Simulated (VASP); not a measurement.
# Mo (Im-3m) in VASP: notebook

Runs on Mo. Level: PBE. Tasks: single point, relaxation of volume and atoms at fixed shape.

All numbers are computed with VASP 6.6.1; they aren't measurements. Logs are shortened: lines on timing, memory, paths and dates and some standing lists are left out, and cuts for length are marked.

### Step 1. The cell of the first run

Symmetry: Im-3m, No. 229, cubic system. Conventional cell: a = 3.162 Å, b = 3.162 Å, c = 3.162 Å, α = 90.00°, β = 90.00°, γ = 90.00°. Within 3.6 Å of Mo (site symmetry m-3m) lie 14 Mo at 2.74 to 3.16 Å.

### Step 2. Single point, PBE

File INCAR:

```
SYSTEM = Mo
PREC = Accurate
ENCUT = 520
EDIFF = 1E-6
ISMEAR = 0
SIGMA = 0.05
LREAL = .False.
LASPH = .True.
NELM = 100
ALGO = Normal
ISIF = 2
LWAVE = .False.
LCHARG = .True.
GGA = PE
LELF = .True.
LVHAR = .True.
NBANDS = 13
```

File KPOINTS:

```
Automatic mesh
0
Gamma
  11 11 11
  0 0 0
```

File POSCAR:

```
Mo
1.0
   -1.5810112029      1.5810112029      1.5810112029
    1.5810112029     -1.5810112029      1.5810112029
    1.5810112029      1.5810112029     -1.5810112029
Mo
1
Direct
    0.0000000000      0.0000000000      0.0000000000
```

Potentials or basis: VASP PAW PBE potentials, release 64 (Mo_sv).

On the command line:

```sh
cat potpaw_PBE.64/Mo_sv/POTCAR > POTCAR
mpirun -np 1 vasp_std > vasp.out
```

OUTCAR:

```text
SYSTEM = Mo
   PREC = Accurate
   ENCUT = 520
   EDIFF = 1E-6
   ISMEAR = 0
   LREAL = .False.
   LASPH = .True.
   NELM = 100
   ISIF = 2
   GGA = PE

 ion  position               nearest neighbor table
   1  0.000  0.000  0.000-

  LATTYP: Found a body centered cubic cell.
 ALAT       =     3.1620224058

  Lattice vectors:

 A1 = (  -1.5810112029,   1.5810112029,   1.5810112029)
 A2 = (   1.5810112029,  -1.5810112029,   1.5810112029)
 A3 = (   1.5810112029,   1.5810112029,  -1.5810112029)

Analysis of symmetry for initial positions (statically):
=====================================================================
 Subroutine PRICEL returns:
 Original cell was already a primitive cell.

 Routine SETGRP: Setting up the symmetry group for a
 body centered cubic supercell.

 Subroutine GETGRP returns: Found 48 space group operations
 (whereof 48 operations were pure point group operations)
 out of a pool of 48 trial point group operations.

The static configuration has the point symmetry O_h .

Analysis of symmetry for dynamics (positions and initial velocities):
=====================================================================
 Subroutine PRICEL returns:
 Original cell was already a primitive cell.

 Routine SETGRP: Setting up the symmetry group for a
 body centered cubic supercell.

 Subroutine GETGRP returns: Found 48 space group operations
 (whereof 48 operations were pure point group operations)
 out of a pool of 48 trial point group operations.

The dynamic configuration has the point symmetry O_h .

 Subroutine INISYM returns: Found 48 space group operations
 (whereof 48 operations are pure point group operations),
 and found     1 'primitive' translations

----------------------------------------------------------------------------------------

                                     Primitive cell

  volume of cell :      15.8076

  direct lattice vectors                    reciprocal lattice vectors
    -1.581011203  1.581011203  1.581011203     0.000000000  0.316253294  0.316253294
     1.581011203 -1.581011203  1.581011203     0.316253294  0.000000000  0.316253294
     1.581011203  1.581011203 -1.581011203     0.316253294  0.316253294  0.000000000

  length of vectors
     2.738391731  2.738391731  2.738391731     0.447249697  0.447249697  0.447249697

  position of ions in fractional coordinates (direct lattice)
     0.000000000  0.000000000  0.000000000

  ion indices of the primitive-cell ions
   primitive index   ion index
                 1           1

----------------------------------------------------------------------------------------

 KPOINTS: Automatic mesh

Automatic generation of k-mesh.
 Grid dimensions read from file:
 generate k-points for:   11   11   11

 Generating k-lattice:

  Cartesian coordinates                     Fractional coordinates (reciprocal lattice)
     0.000000000  0.028750299  0.028750299     0.090909091  0.000000000  0.000000000
     0.028750299  0.000000000  0.028750299     0.000000000  0.090909091  0.000000000
     0.028750299  0.028750299  0.000000000     0.000000000  0.000000000  0.090909091

  Length of vectors
     0.040659063  0.040659063  0.040659063

  Shift w.r.t. Gamma in fractional coordinates (k-lattice)
     0.000000000  0.000000000  0.000000000

 Subroutine IBZKPT returns following result:
 ===========================================

 Found     56 irreducible k-points:

 Following reciprocal coordinates:
            Coordinates               Weight
  0.000000  0.000000  0.000000      1.000000
  0.090909  0.000000  0.000000     12.000000
  0.181818  0.000000  0.000000     12.000000
  0.272727  0.000000  0.000000     12.000000
  0.363636  0.000000  0.000000     12.000000
  0.454545  0.000000  0.000000     12.000000
[... 16 lines left out ...]
  0.272727  0.181818  0.090909     48.000000
  0.363636  0.181818  0.090909     24.000000
 [... further k-points ...]
   k-points           NKPTS =     56   k-points in BZ     NKDIM =     56   number of bands    NBANDS=     13
   number of dos      NEDOS =    301   number of ions     NIONS =      1
   total plane-waves  NPLWV =   8000
   dimension x,y,z NGX =    20 NGY =   20 NGZ =   20
   dimension x,y,z NGXF=    40 NGYF=   40 NGZF=   40
   ions per type =               1
   NGX,Y,Z   is equivalent  to a cutoff of  12.14, 12.14, 12.14 a.u.
   NGXF,Y,Z  is equivalent  to a cutoff of  24.28, 24.28, 24.28 a.u.
 SYSTEM =  Mo
   PREC   = accura    normal or accurate (medium, high low for compatibility)
   ISTART =      0    job   : 0-new  1-cont  2-samecut
   ICHARG =      2    charge: 1-file 2-atom 10-const
   ISPIN  =      1    spin polarized calculation?
   LNONCOLLINEAR =      F non collinear calculations
   LSORBIT =      F    spin-orbit coupling
   LASPH  =      T    aspherical Exc in radial PAW
   ENCUT  =  520.0 eV  38.22 Ry    6.18 a.u.   5.09  5.09  5.09*2*pi/ulx,y,z
   NELM   =    100;   NELMIN=  2; NELMDL= -5     # of ELM steps
   EDIFF  = 0.1E-05   stopping-criterion for ELM
   LREAL  =      F    real-space projection
   EDIFFG = 0.1E-04   stopping-criterion for IOM
   NSW    =      0    number of steps for IOM
   IBRION =     -1    ionic relax: 0-MD 1-quasi-New 2-CG
   NFREE  =      0    steps in history (QN), initial steepest desc. (CG)
   ISIF   =      2    stress and relaxation
   ISYM   =      2    0-nonsym 1-usesym 2-fastsym
   POTIM  = 0.5000    time-step for ionic-motion
   TEBEG  =    0.0;   TEEND  =   0.0 temperature during run
   PSTRESS=    0.0 pullay stress
   NELECT =      14.0000    total number of electrons
   NUPDOWN=      -1.0000    fix difference up-down
   EMIN   =  10.00;   EMAX   =-10.00  energy-range for DOS
   EFERMI =   0.00;   METHOD = LEGACY
   ISMEAR =     0;   SIGMA  =   0.05  broadening in eV -4-tet -1-fermi 0-gaus
   EFERMI_NEDOS =   21; number of points for ismear=-14 and -15
   IALGO  =     38    algorithm
   IMIX   =      4    mixing-type and parameters
     AMIX     =   0.40;   BMIX     =  1.00
     AMIX_MAG =   1.60;   BMIX_MAG =  1.00
  volume/ion in A,a.u.               =      15.81       106.67
  Fermi-wavevector in a.u.,A,eV,Ry     =   1.572157  2.970946 33.629213  2.471677
  Thomas-Fermi vector in A             =   2.673633
   LORBIT       =      0    0 simple, 1 ext, 2 COOP (PROOUT), +10 PAW based schemes
   GGA     = PE    functional components
   LHFCALC =     F    Hartree Fock is set to
   AEXX    =    0.0000 exact exchange contribution
   IVDW    =     0    specifies the selected vdW correction
   LEPSILON=     F    determine dielectric tensor
   LRPA    =     F    only Hartree local field effects (RPA)
 non-spin polarized calculation
 Gauss-broadening in eV      SIGMA  =   0.05
  energy-cutoff  :      520.00
  volume of cell :       15.81
 maximum number of plane-waves:       438
   NGX = 11   NGY = 11   NGZ = 11

 number of electron      14.0000004 magnetization

 Free energy of the ion-electron system (eV)
  ---------------------------------------------------
  ext. energy  EPLUGINS =         0.00000000
  ---------------------------------------------------
  free energy    TOTEN  =       -10.91092912 eV

  energy without entropy =      -10.90863527  energy(sigma->0) =      -10.90978219

 E-fermi :  12.3073     XC(G=0): -13.3269

 val. band max:       12.2926784432   @ k =  -0.1818   0.1818   0.1818
 cond. band min:      12.3263012690   @ k =  -0.3636   0.4545   0.2727
 fundamental gap:      0.0336228258
 Fermi energy:        12.3073059500

 k-point     1 :       0.0000    0.0000    0.0000
  band No.  band energies     occupation
      1     -48.8611      2.00000
      2     -22.1529      2.00000
      3     -22.1529      2.00000
      4     -22.1529      2.00000
      5       5.2157      2.00000
      6      11.0741      2.00000
      7      11.0741      2.00000
      8      11.0741      2.00000
      9      14.0582      0.00000
     10      14.0582      0.00000
     11      27.2289      0.00000
     12      27.2289      0.00000
     13      27.2289      0.00000

 k-point     2 :       0.0909    0.0000    0.0000
  band No.  band energies     occupation
      1     -48.8414      2.00000
      2     -22.2673      2.00000
      3     -22.1884      2.00000
      4     -22.1538      2.00000
      5       5.5714      2.00000
      6      10.8764      2.00000
      7      11.0349      2.00000
      8      11.4106      2.00000
      9      13.7894      0.00000
     10      14.0654      0.00000
     11      27.4780      0.00000
     12      27.8317      0.00000
     13      27.8870      0.00000

 k-point     3 :       0.1818    0.0000    0.0000
  band No.  band energies     occupation
      1     -48.7882      2.00000
      2     -22.5675      2.00000
      3     -22.2823      2.00000
      4     -22.1560      2.00000
      5       6.4831      2.00000
      6      10.3880      2.00000
      7      10.8617      2.00000
      8      12.3819      0.03496
      9      13.4726      0.00000
     10      14.1172      0.00000
     11      27.7224      0.00000
     12      28.8772      0.00000
     13      29.5162      0.00000
[... 305 lines left out ...]
 k-point    23 :       0.2727    0.1818    0.0909
  band No.  band energies     occupation
      1     -48.6090      2.00000
      2     -23.2633      2.00000
      3     -22.6775      2.00000
      4     -22.3672      2.00000
      5       8.6007      2.00000
      6       9.3074      2.00000
      7      10.8908      2.00000
      8      14.2881      0.00000
      9      14.7330      0.00000
     10      19.4060      0.00000
     11      23.8894      0.00000
     12      25.5856      0.00000
     13      27.2186      0.00000

 k-point    24 :       0.3636    0.1818    0.0909
  band No.  band energies     occupation
      1     -48.5946      2.00000
      2     -23.2685      2.00000
      3     -22.7669      2.00000
      4     -22.3765      2.00000
      5       8.4908      2.00000
      6       9.2463      2.00000
      7      11.4620      2.00000
      8      14.4138      0.00000
      9      14.7941      0.00000
     10      20.4683      0.00000
     11      22.6356      0.00000
     12      25.0100      0.00000
     13      27.0052      0.00000

 [... further k-points ...]
[... 5 lines left out ...]
  --------------------------------------------------------------------------------------
  -------------------------------------------------------------------------------------
  Total        0.0467495      0.0467495      0.0467495      0.0000000      0.0000000     -0.0000000
  in kB        4.7383060      4.7383060      4.7383060      0.0000000      0.0000000     -0.0000000
  external PRESSURE =       4.7383060 kB  Pullay stress =       0.0000000 kB

 VOLUME and BASIS-vectors are now :
 -----------------------------------------------------------------------------
  energy-cutoff  :      520.00
  volume of cell :       15.81
      direct lattice vectors                 reciprocal lattice vectors
    -1.581011203  1.581011203  1.581011203     0.000000000  0.316253294  0.316253294
     1.581011203 -1.581011203  1.581011203     0.316253294  0.000000000  0.316253294
     1.581011203  1.581011203 -1.581011203     0.316253294  0.316253294  0.000000000

 POSITION                                       TOTAL-FORCE (eV/Angst)
 -----------------------------------------------------------------------------------
      0.00000      0.00000      0.00000         0.000000      0.000000      0.000000
 -----------------------------------------------------------------------------------
    total drift:                                0.000000     -0.000000      0.000000

  FREE ENERGIE OF THE ION-ELECTRON SYSTEM (eV)
  ---------------------------------------------------
  free  energy   TOTEN  =       -10.9109291158 eV

  energy  without entropy=      -10.9086352722  energy(sigma->0) =      -10.90978219
```

It took 4.8 s on 1 thread of Intel Xeon 6975P-C, shared host; peak memory 0.13 GiB.

What came out:

```
Free energy            : -10.9109 eV
Pressure               : 0.5 GPa
Band gap on the k mesh : zero (band 7 reaches 15.83 eV, above the bottom of band 8 at 11.07 eV)
```

### Step 3. Relaxation of volume and atoms at fixed shape, PBE

This run uses another cell than the first one, of 15.58 Å³/atom, 0.986 times its volume.

File INCAR:

```
SYSTEM = Mo
PREC = Accurate ; ENCUT = 600
EDIFF = 1E-6 ; ISMEAR = 0
SIGMA = 0.05 ; LREAL = .False.
LASPH = .True. ; NELM = 60
ALGO = Normal ; ISIF = 8
LWAVE = .False. ; LCHARG = .False.
GGA = PE ; IBRION = 2
NSW = 80 ; EDIFFG = -0.01
```

File KPOINTS:

```
regular mesh
0
Gamma
  11 11 11
  0 0 0
```

File POSCAR:

```
Mo
1.0
   -1.5734150000      1.5734150000      1.5734150000
    1.5734150000     -1.5734150000      1.5734150000
    1.5734150000      1.5734150000     -1.5734150000
Mo
1
Direct
    0.0000000000      0.0000000000      0.0000000000
```

Potentials or basis: VASP PAW PBE potentials, release 64 (Mo_sv).

On the command line:

```sh
cat potpaw_PBE.64/Mo_sv/POTCAR > POTCAR
mpirun -np 1 vasp_std > vasp.out
```

OUTCAR:

```text
SYSTEM = Mo
   PREC = Accurate
   ENCUT = 600
   EDIFF = 1E-6
   ISMEAR = 0
   LREAL = .False.
   LASPH = .True.
   NELM = 60
   ISIF = 8
   GGA = PE
   IBRION = 2
   NSW = 80
   EDIFFG = -0.01

 ion  position               nearest neighbor table
   1  0.000  0.000  0.000-

  LATTYP: Found a body centered cubic cell.
 ALAT       =     3.1468300000

  Lattice vectors:

 A1 = (  -1.5734150000,   1.5734150000,   1.5734150000)
 A2 = (   1.5734150000,  -1.5734150000,   1.5734150000)
 A3 = (   1.5734150000,   1.5734150000,  -1.5734150000)

Analysis of symmetry for initial positions (statically):
=====================================================================
 Subroutine PRICEL returns:
[... 251 lines left out ...]
 E-fermi :  12.2767     XC(G=0): -13.3169

 val. band max:       12.2634275061   @ k =  -0.1818   0.1818   0.1818
 cond. band min:      12.2968099821   @ k =  -0.3636   0.4545   0.2727
 fundamental gap:      0.0333824759
 Fermi energy:        12.2767014150

 k-point     1 :       0.0000    0.0000    0.0000
  band No.  band energies     occupation
      1     -48.8917      2.00000
      2     -22.1880      2.00000
      3     -22.1880      2.00000
      4     -22.1880      2.00000
      5       5.1931      2.00000
      6      11.0475      2.00000
      7      11.0475      2.00000
      8      11.0475      2.00000
      9      14.0249      0.00000
     10      14.0249      0.00000
     11      27.1974      0.00000
[... 309 lines left out ...]
 k-point    24 :       0.3636    0.1818    0.0909
  band No.  band energies     occupation
      1     -48.6272      2.00000
      2     -23.2969      2.00000
      3     -22.7982      2.00000
      4     -22.4101      2.00000
      5       8.4691      2.00000
      6       9.2234      2.00000
      7      11.4319      2.00000
      8      14.3787      0.00000
      9      14.7579      0.00000
     10      20.4213      0.00000
     11      22.5847      0.00000

 [... further k-points ...]
[... 5 lines left out ...]
  --------------------------------------------------------------------------------------
  -------------------------------------------------------------------------------------
  Total       -0.0020215     -0.0020215     -0.0020215      0.0000000      0.0000000      0.0000000
  in kB       -0.2045235     -0.2045235     -0.2045235      0.0000000      0.0000000      0.0000000
  external PRESSURE =      -0.2045235 kB  Pullay stress =       0.0000000 kB
[... 16 lines left out ...]
  FREE ENERGIE OF THE ION-ELECTRON SYSTEM (eV)
  ---------------------------------------------------
  free  energy   TOTEN  =       -10.9108052397 eV

  energy  without entropy=      -10.9084890936  energy(sigma->0) =      -10.90964717

 reached required accuracy - stopping structural energy minimisation
```

OSZICAR:

```text
N       E                     dE             d eps       ncg     rms          rms(c)
DAV:   1     0.103786101196E+03    0.10379E+03   -0.89419E+03  1232   0.146E+03
DAV:   2    -0.989966744675E+01   -0.11369E+03   -0.10975E+03  1331   0.364E+02
[... 20 lines left out ...]
DAV:   1    -0.112033981294E+02   -0.31242E+00   -0.72222E+00  1271   0.380E+01    0.618E+00
DAV:   2    -0.109292994842E+02    0.27410E+00   -0.56141E-01  1262   0.960E+00    0.986E-01
DAV:   3    -0.109087463141E+02    0.20553E-01   -0.87985E-02  1315   0.369E+00    0.104E+00
DAV:   4    -0.109108262324E+02   -0.20799E-02   -0.20026E-03  1271   0.537E-01    0.151E-01
DAV:   5    -0.109108056273E+02    0.20605E-04   -0.85958E-04  1343   0.379E-01    0.993E-03
DAV:   6    -0.109108052397E+02    0.38766E-06   -0.63592E-06  1296   0.328E-02
   3 F= -.10910805E+02 E0= -.10909647E+02  d E =-.313924E-02
```

CONTCAR:

```text
Mo
   1.00000000000000
    -1.5819633979555354    1.5819633979555354    1.5819633979555354
     1.5819633979555354   -1.5819633979555354    1.5819633979555354
     1.5819633979555354    1.5819633979555354   -1.5819633979555354
  Mo
     1
Direct
     0.0000000000000000    0.0000000000000000    0.0000000000000000

  0.00000000E+00  0.00000000E+00  0.00000000E+00
```

Run time: 13 s. Hardware: 1 thread of Intel Xeon 6975P-C, shared host; peak memory 0.15 GiB.

What came out:

```
Free energy                            : -10.9108 eV
Relaxed volume                         : 15.84 Å³/atom
Relaxed cell                           : a = 2.740 Å, b = 2.740 Å, c = 2.740 Å, α = 109.47°, β = 109.47°, γ = 109.47°
Space group after relaxing (to 0.05 Å) : Im-3m (No. 229)
Energy gained by relaxing              : 3.1 meV/atom
Ionic steps                            : 3
Pressure after relaxing                : 0.0 GPa
Band gap on the k mesh                 : zero (band 7 reaches 15.79 eV, above the bottom of band 8 at 11.05 eV)
```

Step by step:
| step | energy change (eV) | largest force (eV/Å) | pressure (GPa) | volume (Å³) |
| --- | --- | --- | --- | --- |
| 1 | 0.0000 | 0.0000 | 4.08 | 15.58 |
| 2 | 0.0167 | 0.0000 | -9.32 | 16.49 |
| 3 | -0.0031 | 0.0000 | -0.02 | 15.84 |

Final structure:
```
Mo
1.0
    -1.58196    1.58196    1.58196
     1.58196   -1.58196    1.58196
     1.58196    1.58196   -1.58196
Mo
1
Cartesian
  0.0000 0.0000 0.0000
```

PBE usually gives volumes a little too large and moduli too small. Zero-point motion and thermal expansion aren't in these numbers.
